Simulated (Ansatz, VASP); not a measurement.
## Two plane-wave programs on ZrS

File INCAR:

```
PREC = Accurate ; ENCUT = 520
EDIFF = 1E-6 ; ISMEAR = 0
SIGMA = 0.15 ; LREAL = F
LASPH = T ; NELM = 60
ALGO = Normal ; ISIF = 2
LWAVE = F ; LCHARG = F
GGA = PS ; NBANDS = 16
```

File KPOINTS:

```
regular mesh
0
Gamma
  16 16 16
```

POSCAR

```
ZrS
1.0
   -0.2085639977      2.5284963390      2.5284963390
    2.5284963390     -0.2085639977      2.5284963390
    2.5284963390      2.5284963390     -0.2085639977
Zr S
1 1
Direct
    0.0000000000      0.0000000000      0.0000000000
    0.5000000000      0.5000000000      0.5000000000
```

Input for Ansatz:

```yaml
crystal:
  lattice:
    - [-0.2085639977, 2.528496339, 2.528496339]
    - [2.528496339, -0.2085639977, 2.528496339]
    - [2.528496339, 2.528496339, -0.2085639977]
  atoms:
    - { symbol: Zr, position: [0.0, 0.0, 0.0] }
    - { symbol: S, position: [0.5, 0.5, 0.5] }
basis:
  ecutwfc: 420
kpoints:
  mp_grid: { grid: [16, 16, 16] }
hamiltonian:
  xc: pbesol
  pseudopotentials: { kind: paw, azcp: { folder: soft_1 } }
scf:
  occupations: { method: gaussian, width: 0.15 }
output:
  forces: true
  stress: true
  eigenvalues: true
```

Alike in both runs: task single point; functional PBEsol; k mesh 16 × 16 × 16; occupations gaussian, width 0.15 eV; no spin polarisation.

```csv
,VASP,Ansatz
version,VASP 6.6.1,Ansatz 0.2.0
potentials or method,"VASP PAW PBE potentials, release 64 (Zr_sv, S), cutoff 520 eV","scalar-relativistic, plane waves, PAW"
valence electrons in the cell,18,18
```

```csv
,VASP,Ansatz,Ansatz less VASP
gap on the k mesh at the Fermi level (eV),none,none,-
pressure (GPa),-6.6,-6.7,-0.14
"traceless stress, the component that is largest in VASP (GPa)",2.12,2.15,+0.030
```

VASP's potentials were made for PBE, not for PBEsol, and Ansatz warns of the same on its side. A gap of «none» marks a metal or a gap that the smearing closes.
